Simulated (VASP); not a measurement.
## W: single point with PBE

The system is W.

```xyz
1
Lattice="-1.5853 1.5973 1.5853 1.6093 -1.5973 1.6093 1.5853 1.5973 -1.5853" Properties=species:S:1:pos:R:3 pbc="T T T"
W     0.0000    0.0000    0.0000
```

This cell differs from its parent crystal: strain +0.0150 x Voigt [0, 0, 0, 0, 1, 0].

```yaml
Program: VASP 6.6.1
Task: single point
Functional: PBE
Potentials_or_basis: VASP PAW PBE potentials, release 64 (W_sv)
Cutoff: 520 eV
k_mesh: 20 × 20 × 20
Occupations: gaussian, width 0.15 eV
Spin: no spin polarisation
Dipole_correction: no
Further_INCAR_settings: ALGO = Fast; EDIFF = 1e-06; NBANDS = 13
```

```yaml
Pressure: -2.6 GPa
Band_gap_on_the_k_mesh: zero (band 7 reaches 15.85 eV, above the bottom of band 8 at 9.91 eV)
```

Stress tensor (GPa, compression positive):
```
-2.63  0.00 -2.19
 0.00 -2.60  0.00
-2.19  0.00 -2.63
```

Levels at points of the mesh, in eV from the Fermi level:
```tsv
k point	band 3	band 4	band 5	band 6	band 7	band 8	band 9	band 10	band 11	band 12
(0.00, 0.00, 0.00)	-37.87	-37.84	-9.52	-1.36	-1.23	-1.10	2.15	2.16	14.28	14.41
(0.50, 0.00, 0.00)	-38.25	-37.87	-6.14	-3.48	0.54	2.03	2.97	5.85	10.60	11.37
(0.00, 0.50, 0.00)	-38.23	-37.86	-6.16	-3.52	0.42	2.13	3.09	5.76	10.39	11.49
(0.50, 0.00, 0.50)	-38.28	-37.89	-6.12	-3.44	0.67	1.94	2.85	5.96	10.79	11.26
(0.50, 0.50, 0.50)	-38.69	-38.67	-5.66	-5.65	4.76	4.92	5.09	7.90	7.98	8.07
```

Wall time 3.2 min on 1 thread of AMD EPYC 7R13 Processor (Zen 3), with other jobs on the host, peak memory 0.29 GiB.

Caveat: the cell differs from its parent crystal (strain +0.0150 x Voigt [0, 0, 0, 0, 1, 0]); spin-orbit coupling is left out, which moves the levels of the heavy elements.
